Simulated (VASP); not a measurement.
A run of VASP 6.6.1:

INCAR

```
PREC = Accurate ; ENCUT = 520
EDIFF = 1E-7 ; ISMEAR = 0
SIGMA = 0.15 ; LREAL = False
LASPH = True ; NELM = 60
ALGO = Normal ; ISIF = 2
LWAVE = False ; LCHARG = False
NBANDS = 20
```

File KPOINTS:

```
regular mesh
0
Gamma
  18 18 10
```

POSCAR

```
Ta2N
1.0
    3.0614545827      0.0000000000      0.0000000000
   -1.5307272914      2.6512974411      0.0000000000
    0.0000000000      0.0000000000      4.9160837688
Ta N
2 1
Direct
    0.6666666667      0.3333333333      0.7466885012
    0.3333333333      0.6666666667      0.2533114988
    0.0000000000      0.0000000000      0.0000000000
```

Potentials or basis: VASP PAW LDA potentials, release 64 (Ta_pv, N).

Run with:

```bash
$ cat potpaw_LDA.64/Ta_pv/POTCAR potpaw_LDA.64/N/POTCAR > POTCAR
$ mpirun -np 1 vasp_std > vasp.out
```

Hardware: 1 thread of AMD EPYC 7R13, with other jobs on the host.

Problem. Estimate the wall time of this run.

Solution. Run time: 6.9 min on 1 thread of AMD EPYC 7R13, with other jobs on the host, peak memory 0.3 GiB. Counts: scf iterations 15, k points 330.
